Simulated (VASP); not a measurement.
Set up this calculation in VASP 6.6.1, as the native input.

```yaml
Task: relaxation of cell and atoms
Functional: r2SCAN
Potentials_or_basis: VASP PAW PBE potentials, release 64 (Sb)
Cutoff: 600 eV
k_mesh: 5 × 5 × 5
Occupations: methfessel-paxton, width 0.05 eV
Spin: no spin polarisation
Dipole_correction: no
Further_INCAR_settings: ALGO = Normal; EDIFF = 1e-07; IBRION = 2; EDIFFG = -0.03; NSW = 80; ISIF = 3
```

Crystal: Sb.

```
Sb
1.0
     2.15420    1.24373    3.75800
    -2.15420    1.24373    3.75800
     0.00000   -2.48746    3.75800
Sb
2
Direct
  0.23349 0.23349 0.23349
  0.76651 0.76651 0.76651
```

These files were run (other wordings do the same):

POSCAR

```
Sb
1.0
    2.1542000000      1.2437280000      3.7580000000
   -2.1542000000      1.2437280000      3.7580000000
    0.0000000000     -2.4874560000      3.7580000000
Sb
2
Direct
    0.2334900000      0.2334900000      0.2334900000
    0.7665100000      0.7665100000      0.7665100000
```

INCAR.step1

```
PREC     = Accurate       # precision mode
ENCUT    = 600            # plane-wave cutoff, eV
ISMEAR   = 1              # smearing method
SIGMA    = 0.05           # smearing width, eV
LREAL    = False          # projectors in reciprocal space
LASPH    = True           # aspherical terms in the spheres
NELM     = 100            # most SCF steps
GGA      = PE             # functional
ALGO     = Normal         # electronic algorithm
EDIFF    = 1E-4           # SCF threshold, eV
LWAVE    = True           # write WAVECAR
LCHARG   = False          # write CHGCAR
```

INCAR.step2

```
PREC     = Accurate       # precision mode
ENCUT    = 600            # plane-wave cutoff, eV
EDIFF    = 1E-7           # SCF threshold, eV
ISMEAR   = 1              # smearing method
SIGMA    = 0.05           # smearing width, eV
LREAL    = False          # projectors in reciprocal space
LASPH    = True           # aspherical terms in the spheres
NELM     = 100            # most SCF steps
ALGO     = Normal         # electronic algorithm
ISIF     = 3              # what is computed and relaxed
LWAVE    = False          # write WAVECAR
LCHARG   = False          # write CHGCAR
METAGGA  = R2SCAN         # meta-GGA
LMIXTAU  = True         
IBRION   = 2              # ionic algorithm
NSW      = 80             # ionic steps
EDIFFG   = -0.03          # ionic threshold
ISTART   = 1
```

KPOINTS

```
regular mesh
0
Gamma
  5 5 5
```

Potentials or basis: VASP PAW PBE potentials, release 64 (Sb).

Command:

```console
$ cat potpaw_PBE.64/Sb/POTCAR > POTCAR
$ cp INCAR.step1 INCAR
$ mpirun -np 1 vasp_std > vasp.out
$ cp INCAR.step2 INCAR
$ mpirun -np 1 vasp_std > vasp.out
```

Results of the run:

| Item | Value |
| --- | --- |
| Relaxed volume | 31.56 Å³/atom |
| Relaxed cell | a = 4.575 Å, b = 4.575 Å, c = 4.575 Å, α = 57.06°, β = 57.06°, γ = 57.06° |
| Space group after relaxing (to 0.05 Å) | R-3m (No. 166) |
| Energy gained by relaxing | 7.9 meV/atom |
| Ionic steps | 8 |
| Pressure after relaxing | -0.1 GPa |
| Band gap on the k mesh | 0.38 eV, indirect (least direct gap 0.63 eV) |

Caveat: the PAW data sets were made with another functional, which shifts forces and pressure a little; spin-orbit coupling is left out, which moves the levels of the heavy elements.

It took 4.5 min on 1 thread of Intel(R) Xeon(R) Platinum 8259CL CPU @ 2.50GHz (Skylake/Cascade Lake) (shared host), peak memory 0.23 GiB.
